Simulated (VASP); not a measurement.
# C in VASP: further runs

The runs below take C through single point, with PBE+D3(BJ).

Everything below comes from runs of VASP 6.6.1. Logs are shortened: lines on timing, memory, paths and dates and some standing lists are left out, and cuts for length are marked.

## (1) The cell of the first run

The cell holds a slab with vacuum, 4 atoms: a = 2.466 Å, b = 2.466 Å, c = 17.500 Å, α = 90.00°, β = 90.00°, γ = 120.00°.

## (2) Single point, PBE+D3(BJ) (layers slid over each other)

INCAR reads:

```
PREC     = Accurate       # precision mode
ENCUT    = 520            # plane-wave cutoff, eV
EDIFF    = 1E-7           # SCF threshold, eV
ISMEAR   = 0              # smearing method
SIGMA    = 0.1            # smearing width, eV
LREAL    = False          # projectors in reciprocal space
LASPH    = True           # aspherical terms in the spheres
NELM     = 60             # most SCF steps
ALGO     = Normal         # electronic algorithm
ISIF     = 2              # what is computed and relaxed
LWAVE    = False          # write WAVECAR
LCHARG   = False          # write CHGCAR
LDIPOL   = True         
IDIPOL   = 3            
DIPOL    = 0.5 0.5 0.357
GGA      = PE             # functional
IVDW     = 12             # dispersion correction
NBANDS   = 16             # bands
```

KPOINTS reads:

```
regular mesh
0
Gamma
  15 15 1
```

POSCAR reads:

```
C
1.0
    2.4656524409      0.0000000000      0.0000000000
   -1.2328262205      2.1353176507      0.0000000000
    0.0000000000      0.0000000000     17.5000663885
C
4
Direct
    0.6666666667      0.3333333333      0.2571437784
    0.3333333333      0.6666666667      0.2571418816
    0.8333333333      0.3333333333      0.4577163429
    1.1666666667      0.0000000000      0.4577144461
```

Potentials or basis: VASP PAW PBE potentials, release 64 (C).

Command:

```console
cat potpaw_PBE.64/C/POTCAR > POTCAR
mpirun -np 1 vasp_std > vasp.out
```

OUTCAR:

```text
PREC = Accurate
   ENCUT = 520
   EDIFF = 1E-7
   ISMEAR = 0
   LREAL = False
   LASPH = True
   NELM = 60
   ISIF = 2
   GGA = PE
   IVDW = 12
 IVDW          = 12

 ion  position               nearest neighbor table
   1  0.667  0.333  0.257-   2 1.42   2 1.42   2 1.42
   2  0.333  0.667  0.257-   1 1.42   1 1.42   1 1.42
   3  0.833  0.333  0.458-   4 1.42   4 1.42   4 1.42
   4  0.167  0.000  0.458-   3 1.42   3 1.42   3 1.42

  LATTYP: Found a hexagonal cell.
 ALAT       =     2.4656524409
 C/A-ratio  =     7.0975398228

  Lattice vectors:

 A1 = (   2.4656524409,   0.0000000000,   0.0000000000)
 A2 = (  -1.2328262205,   2.1353176507,   0.0000000000)
 A3 = (   0.0000000000,   0.0000000000,  17.5000663885)

Analysis of symmetry for initial positions (statically):
=====================================================================
 Subroutine PRICEL returns:
 Original cell was already a primitive cell.

 Routine SETGRP: Setting up the symmetry group for a
 hexagonal supercell.

 Subroutine GETGRP returns: Found  2 space group operations
 (whereof  1 operations were pure point group operations)
 out of a pool of 24 trial point group operations.

The static configuration has the point symmetry C_1 .
 The point group associated with its full space group is S_2 .

Analysis of symmetry for dynamics (positions and initial velocities):
=====================================================================
 Subroutine PRICEL returns:
 Original cell was already a primitive cell.

 Routine SETGRP: Setting up the symmetry group for a
 hexagonal supercell.

 Subroutine GETGRP returns: Found  2 space group operations
 (whereof  1 operations were pure point group operations)
 out of a pool of 24 trial point group operations.

The dynamic configuration has the point symmetry C_1 .
 The point group associated with its full space group is S_2 .

 Subroutine INISYM returns: Found  2 space group operations
 (whereof  1 operations are pure point group operations),
 and found     1 'primitive' translations

----------------------------------------------------------------------------------------

                                     Primitive cell

  volume of cell :      92.1370

  direct lattice vectors                    reciprocal lattice vectors
     2.465652441  0.000000000  0.000000000     0.405572166  0.234157199  0.000000000
    -1.232826221  2.135317651  0.000000000     0.000000000  0.468314398  0.000000000
     0.000000000  0.000000000 17.500066388     0.000000000  0.000000000  0.057142640

  length of vectors
     2.465652441  2.465652441 17.500066388     0.468314398  0.468314398  0.057142640

  position of ions in fractional coordinates (direct lattice)
     0.666666667  0.333333333  0.257143778
     0.333333333  0.666666667  0.257141882
     0.833333333  0.333333333  0.457716343
     0.166666667  0.000000000  0.457714446

  ion indices of the primitive-cell ions
   primitive index   ion index
                 1           1
                 2           2
                 3           3
                 4           4

----------------------------------------------------------------------------------------

 KPOINTS: regular mesh

Automatic generation of k-mesh.
 Grid dimensions read from file:
 generate k-points for:   15   15    1

 Generating k-lattice:

  Cartesian coordinates                     Fractional coordinates (reciprocal lattice)
     0.027038144  0.015610480  0.000000000     0.066666667  0.000000000  0.000000000
     0.000000000  0.031220960  0.000000000     0.000000000  0.066666667  0.000000000
     0.000000000  0.000000000  0.057142640     0.000000000  0.000000000  1.000000000

  Length of vectors
     0.031220960  0.031220960  0.057142640

  Shift w.r.t. Gamma in fractional coordinates (k-lattice)
     0.000000000  0.000000000  0.000000000

 Subroutine IBZKPT returns following result:
 ===========================================

 Found    113 irreducible k-points:

 Following reciprocal coordinates:
            Coordinates               Weight
  0.000000  0.000000  0.000000      1.000000
  0.066667  0.000000  0.000000      2.000000
  0.000000  0.066667  0.000000      2.000000
 -0.066667  0.066667  0.000000      2.000000
  0.133333  0.000000  0.000000      2.000000
  0.000000  0.133333  0.000000      2.000000
[... 16 lines left out ...]
  0.066667  0.066667  0.000000      2.000000
 -0.066667  0.133333  0.000000      2.000000
 [... further k-points ...]
   k-points           NKPTS =    113   k-points in BZ     NKDIM =    113   number of bands    NBANDS=     16
   number of dos      NEDOS =    301   number of ions     NIONS =      4
   total plane-waves  NPLWV =  45360
   dimension x,y,z NGX =    18 NGY =   18 NGZ =  140
   dimension x,y,z NGXF=    36 NGYF=   36 NGZF=  280
   ions per type =               4
   NGX,Y,Z   is equivalent  to a cutoff of  12.14, 12.14, 13.30 a.u.
   NGXF,Y,Z  is equivalent  to a cutoff of  24.27, 24.27, 26.60 a.u.
 SYSTEM =  unknown system
   PREC   = accura    normal or accurate (medium, high low for compatibility)
   ISTART =      0    job   : 0-new  1-cont  2-samecut
   ICHARG =      2    charge: 1-file 2-atom 10-const
   ISPIN  =      1    spin polarized calculation?
   LNONCOLLINEAR =      F non collinear calculations
   LSORBIT =      F    spin-orbit coupling
   LASPH  =      T    aspherical Exc in radial PAW
   ENCUT  =  520.0 eV  38.22 Ry    6.18 a.u.   4.58  4.58 32.54*2*pi/ulx,y,z
   NELM   =     60;   NELMIN=  2; NELMDL= -5     # of ELM steps
   EDIFF  = 0.1E-06   stopping-criterion for ELM
   LREAL  =      F    real-space projection
   EDIFFG = 0.1E-05   stopping-criterion for IOM
   NSW    =      0    number of steps for IOM
   IBRION =     -1    ionic relax: 0-MD 1-quasi-New 2-CG
   NFREE  =      0    steps in history (QN), initial steepest desc. (CG)
   ISIF   =      2    stress and relaxation
   ISYM   =      2    0-nonsym 1-usesym 2-fastsym
   POTIM  = 0.5000    time-step for ionic-motion
   TEBEG  =    0.0;   TEEND  =   0.0 temperature during run
   PSTRESS=    0.0 pullay stress
   NELECT =      16.0000    total number of electrons
   NUPDOWN=      -1.0000    fix difference up-down
   EMIN   =  10.00;   EMAX   =-10.00  energy-range for DOS
   EFERMI =   0.00;   METHOD = LEGACY
   ISMEAR =     0;   SIGMA  =   0.10  broadening in eV -4-tet -1-fermi 0-gaus
   EFERMI_NEDOS =   21; number of points for ismear=-14 and -15
   IALGO  =     38    algorithm
   IMIX   =      4    mixing-type and parameters
     AMIX     =   0.40;   BMIX     =  1.00
     AMIX_MAG =   1.60;   BMIX_MAG =  1.00
  volume/ion in A,a.u.               =      23.03       155.44
  Fermi-wavevector in a.u.,A,eV,Ry     =   0.913349  1.725980 11.350070  0.834207
  Thomas-Fermi vector in A             =   2.037850
   LORBIT       =      0    0 simple, 1 ext, 2 COOP (PROOUT), +10 PAW based schemes
   GGA     = PE    functional components
   LHFCALC =     F    Hartree Fock is set to
   AEXX    =    0.0000 exact exchange contribution
   IVDW    =    12    specifies the selected vdW correction
   LEPSILON=     F    determine dielectric tensor
   LRPA    =     F    only Hartree local field effects (RPA)
 non-spin polarized calculation
 Gauss-broadening in eV      SIGMA  =   0.10
  energy-cutoff  :      520.00
  volume of cell :       92.14
 maximum number of plane-waves:      2516
   NGX =  9   NGY =  9   NGZ = 65

 dipolmoment           0.000000      0.000000      0.000255 electrons x Angstroem

 number of electron      15.9999997 magnetization

 dipolmoment           0.000000      0.000000     -0.000258 electrons x Angstroem

 Free energy of the ion-electron system (eV)
  ---------------------------------------------------
  ext. energy  EPLUGINS =         0.00000000
  ---------------------------------------------------
  free energy    TOTEN  =       -36.88476603 eV

  energy without entropy =      -36.88427745  energy(sigma->0) =      -36.88452174

 E-fermi :  -0.8302     XC(G=0):  -4.4617

 val. band max:       -0.9152198514   @ k =   0.3333   0.3333   0.0000
 cond. band min:      -0.7452401784   @ k =   0.3333   0.3333   0.0000
 fundamental gap:      0.1699796730
 Fermi energy:        -0.8302093642

 k-point     1 :       0.0000    0.0000    0.0000
  band No.  band energies     occupation
      1     -20.3976      2.00000
      2     -20.2924      2.00000
      3      -8.8207      2.00000
      4      -8.0486      2.00000
      5      -3.8672      2.00000
      6      -3.8649      2.00000
[... 8 lines left out ...]
     15       7.4879      0.00000
     16       7.4936      0.00000

 k-point     2 :       0.0667    0.0000    0.0000
  band No.  band energies     occupation
      1     -20.2921      2.00000
      2     -20.1877      2.00000
      3      -8.6938      2.00000
      4      -7.9250      2.00000
      5      -4.2925      2.00000
      6      -4.2811      2.00000
[... 8 lines left out ...]
     15       7.5595      0.00000
     16       7.9429      0.00000

 k-point     3 :       0.0000    0.0667    0.0000
  band No.  band energies     occupation
      1     -20.2922      2.00000
      2     -20.1877      2.00000
      3      -8.6938      2.00000
      4      -7.9250      2.00000
      5      -4.2918      2.00000
      6      -4.2819      2.00000
[... 8 lines left out ...]
     15       7.5552      0.00000
     16       7.9385      0.00000

 k-point     4 :      -0.0667    0.0667    0.0000
  band No.  band energies     occupation
      1     -20.2922      2.00000
      2     -20.1877      2.00000
      3      -8.6938      2.00000
      4      -7.9249      2.00000
      5      -4.2911      2.00000
      6      -4.2829      2.00000
[... 8 lines left out ...]
     15       7.5501      0.00000
     16       7.9292      0.00000

 k-point     5 :       0.1333    0.0000    0.0000
  band No.  band energies     occupation
      1     -19.9766      2.00000
      2     -19.8743      2.00000
      3      -8.3147      2.00000
      4      -7.5565      2.00000
      5      -5.4236      2.00000
      6      -5.4054      2.00000
[... 8 lines left out ...]
     15       7.5935      0.00000
     16       8.8639      0.00000

 k-point     6 :       0.0000    0.1333    0.0000
  band No.  band energies     occupation
      1     -19.9766      2.00000
      2     -19.8743      2.00000
      3      -8.3149      2.00000
      4      -7.5564      2.00000
      5      -5.4232      2.00000
      6      -5.4058      2.00000
[... 8 lines left out ...]
     15       7.5885      0.00000
     16       8.8621      0.00000
[... 267 lines left out ...]
 k-point    21 :       0.0000    0.4667    0.0000
  band No.  band energies     occupation
      1     -15.4946      2.00000
      2     -15.4292      2.00000
      3     -13.6875      2.00000
      4     -13.6330      2.00000
      5      -7.2193      2.00000
      6      -7.2094      2.00000
[... 8 lines left out ...]
     15      10.8459      0.00000
     16      11.3515      0.00000

 k-point    22 :      -0.4667    0.4667    0.0000
  band No.  band energies     occupation
      1     -15.4984      2.00000
      2     -15.4251      2.00000
      3     -13.6897      2.00000
      4     -13.6313      2.00000
      5      -7.2222      2.00000
      6      -7.2063      2.00000
[... 8 lines left out ...]
     15      10.8475      0.00000
     16      11.3545      0.00000

 k-point    23 :       0.0667    0.0667    0.0000
  band No.  band energies     occupation
      1     -20.0817      2.00000
      2     -19.9787      2.00000
      3      -8.4407      2.00000
      4      -7.6790      2.00000
      5      -5.0191      2.00000
      6      -5.0033      2.00000
[... 8 lines left out ...]
     15       7.7472      0.00000
     16       8.7362      0.00000

 k-point    24 :      -0.0667    0.1333    0.0000
  band No.  band energies     occupation
      1     -20.0817      2.00000
      2     -19.9787      2.00000
      3      -8.4410      2.00000
      4      -7.6787      2.00000
      5      -5.0137      2.00000
      6      -5.0093      2.00000
[... 8 lines left out ...]
     15       7.7327      0.00000
     16       8.7357      0.00000

 [... further k-points ...]

------------------------ aborting loop because EDIFF is reached ----------------------------------------

 vacuum level on the upper side and lower side of the slab       (xc-potential included)        -0.063        -0.054

 Edisp (eV)   -0.46487

 E8    (eV) :    -0.1384

  FORCE on cell =-STRESS in cart. coord.  units (eV):
  Direction    XX          YY          ZZ          XY          YZ          ZX
  --------------------------------------------------------------------------------------
  -------------------------------------------------------------------------------------
  Total       0.12754     0.13195    -0.10794     0.01370    -0.01005    -0.01804
  in kB       2.21776     2.29441    -1.87703     0.23832    -0.17474    -0.31369
  external pressure =        0.88 kB  Pullay stress =        0.00 kB

 VOLUME and BASIS-vectors are now :
 -----------------------------------------------------------------------------
  energy-cutoff  :      520.00
  volume of cell :       92.14
      direct lattice vectors                 reciprocal lattice vectors
     2.465652441  0.000000000  0.000000000     0.405572166  0.234157199  0.000000000
    -1.232826221  2.135317651  0.000000000     0.000000000  0.468314398  0.000000000
     0.000000000  0.000000000 17.500066388     0.000000000  0.000000000  0.057142640

 POSITION                                       TOTAL-FORCE (eV/Angst)
 -----------------------------------------------------------------------------------
      1.23283      0.71177      4.50003         0.003321      0.001002      0.016073
     -0.00000      1.42355      4.50000         0.001817      0.001859      0.007677
      1.64377      0.71177      8.01007        -0.003321     -0.001002     -0.016073
      0.41094      0.00000      8.01003        -0.001817     -0.001859     -0.007677
 -----------------------------------------------------------------------------------
    total drift:                                0.000003     -0.000001     -0.059210

  FREE ENERGIE OF THE ION-ELECTRON SYSTEM (eV)
  ---------------------------------------------------
  free  energy   TOTEN  =       -37.3496359398 eV

  energy  without entropy=      -37.3491473632  energy(sigma->0) =      -37.34939165

 vacuum level on the upper side and lower side of the slab         3.383         3.394
```

It took 4.3 min on 1 thread of Intel Xeon 8259CL, shared host; peak memory 0.28 GiB.

What came out:

```yaml
Free_energy: -37.3496 eV
Largest_force: 0.016 eV/Å
Dispersion_energy_per_atom: -0.116 eV
```

Forces in eV/Å, atoms in the order of the input:
```
C    0.003  0.001  0.016
C    0.002  0.002  0.008
C   -0.003 -0.001 -0.016
C   -0.002 -0.002 -0.008
```

Caveat: the cell differs from its parent crystal (layers slid over each other).

## (3) Single point, PBE+D3(BJ) (layers slid over each other)

INCAR reads:

```
SYSTEM = C
  PREC = Accurate
  ENCUT = 520
  EDIFF = 1E-6
  ISMEAR = 0
  SIGMA = 0.1
  LREAL = .FALSE.
  LASPH = .TRUE.
  NELM = 80
  ALGO = Normal
  ISIF = 2
  LWAVE = .FALSE.
  LCHARG = .FALSE.
  LDIPOL = .TRUE.
  IDIPOL = 3
  DIPOL = 0.5 0.5 0.386
  GGA = PE
  IVDW = 12
  NBANDS = 16
```

KPOINTS reads:

```
Automatic mesh
0
G
  15 15 1
  0 0 0
```

POSCAR: that of step 2 with these lines changed.

```diff
@@ -10,3 +10,3 @@
     0.3333333333      0.6666666667      0.2571418816
-    0.8333333333      0.3333333333      0.4577163429
-    1.1666666667      0.0000000000      0.4577144461
+    0.8333333333      0.3333333333      0.5148589833
+    1.1666666667      0.0000000000      0.5148570865
```

Potentials or basis: VASP PAW PBE potentials, release 64 (C).

Command:

```console
cat potpaw_PBE.64/C/POTCAR > POTCAR
mpirun -np 1 vasp_std > vasp.out
```

Run time: 4.1 min. Hardware: 1 thread of Intel Xeon 8259CL, shared host; peak memory 0.28 GiB.

Results (log left out):

- Free energy: -37.3014 eV
- Largest force: 0.021 eV/Å
- Dispersion energy per atom: -0.100 eV

Forces in eV/Å, atoms in the order of the input:
```
C    0.000  0.000  0.021
C    0.000  0.000  0.020
C    0.000  0.000 -0.021
C    0.000  0.000 -0.020
```

Caveat: the cell differs from its parent crystal (layers slid over each other).
